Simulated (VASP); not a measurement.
## La: relaxation of cell and atoms with PBE

Crystal: La.

```
CELL_PARAMETERS angstrom
0.00000 3.29566 3.29566
3.29566 0.00000 3.29566
3.29566 3.29566 0.00000
ATOMIC_POSITIONS crystal
La 0.87500 0.87500 0.87500
La 0.12500 0.12500 0.12500
```

This isn't the form of La at room conditions, which is double hcp.

| Property | Result |
| --- | --- |
| Program | VASP 6.6.1 |
| Task | relaxation of cell and atoms |
| Functional | PBE |
| Potentials or basis | VASP PAW PBE potentials, release 64 (La) |
| Cutoff | 600 eV |
| k mesh | 10 × 10 × 10 |
| Occupations | fermi-dirac, width 0.1 eV |
| Spin | no spin polarisation |
| Target pressure | 7 GPa |
| Dipole correction | no |
| Further INCAR settings | ALGO = Normal; EDIFF = 1e-07; IBRION = 2; EDIFFG = -0.005; NSW = 60; ISIF = 3 |

```json
{
 "Relaxed volume": "33.23 Å³/atom",
 "Relaxed cell": "a = 4.547 Å, b = 4.547 Å, c = 4.547 Å, α = 60.00°, β = 60.00°, γ = 60.00°",
 "Space group after relaxing (to 0.1 Å)": "Fd-3m (No. 227)",
 "Energy change on relaxing (the run minimises the enthalpy)": "+69.3 meV/atom",
 "Ionic steps": "4",
 "Pressure after relaxing": "7.0 GPa",
 "Band gap on the k mesh": "zero (bands 11 and 12 overlap by 0.19 eV)"
}
```

Step by step:
```csv
step,energy change (eV),largest force (eV/Å),pressure (GPa),volume (Å³)
1,0.0000,0.0000,2.04,71.59
2,0.5360,0.0000,15.90,60.71
3,0.1344,0.0000,6.87,66.55
4,0.1386,0.0000,6.99,66.45
```

Final structure:
```
La
1.0
     0.00000    3.21488    3.21488
     3.21488    0.00000    3.21488
     3.21488    3.21488    0.00000
La
2
Direct
  0.87500 0.87500 0.87500
  0.12500 0.12500 0.12500
```

Levels at points of the mesh, in eV from the Fermi level:
```csv
k point,band 9,band 10,band 11,band 12,band 13,band 14
"(0.00, 0.00, 0.00)",-2.32,-0.84,-0.84,1.00,1.00,1.00
"(0.50, 0.00, 0.00)",-1.30,-0.68,-0.68,-0.11,0.07,0.07
"(0.50, 0.50, 0.00)",-1.88,-1.88,-0.14,-0.14,0.78,0.78
```

It took 6.2 min on 1 thread of Intel(R) Xeon(R) Platinum 8488C (Sapphire Rapids), on a shared host, peak memory 0.29 GiB.

Caveat: the cell is relaxed towards a set pressure, so the run minimises the enthalpy, not the energy; spin-orbit coupling is left out, which moves the levels of the heavy elements.
